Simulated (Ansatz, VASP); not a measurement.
Two plane-wave programs on Bi

```
Bi
1.0
     4.34129    0.00000    0.00000
    -2.17064    3.75967    0.00000
     0.00000    0.00000   28.00000
Bi
2
Direct
  0.33333 0.66667 0.53081
  0.66667 0.33333 0.46919
```

Alike in both runs: functional PBE; k mesh 9 × 9 × 1; occupations gaussian, width 0.02 eV; no spin polarisation.

Ansatz relaxed the structure, and its values are those at the end. VASP's run is a single point on that final structure, the one shown.

|  | VASP | Ansatz |
| --- | --- | --- |
| version | VASP 6.6.1 | Ansatz 0.2.0 |
| potentials or method | VASP PAW PBE potentials, release 64 (Bi_d), cutoff 520 eV | scalar-relativistic, plane waves, PAW |
| valence electrons in the cell | 30 | 30 |

```csv
,VASP,Ansatz,Ansatz less VASP
gap on the k mesh at the Fermi level (eV),0.56,0.58,+0.014
least direct gap on the mesh (eV),0.56,0.58,+0.014
rms of the force components (eV/Å),0.010,0.000,-0.0098
```

The functional is the same, so the differences come from potentials, cutoffs and numerics.

Spin-orbit coupling is off throughout.
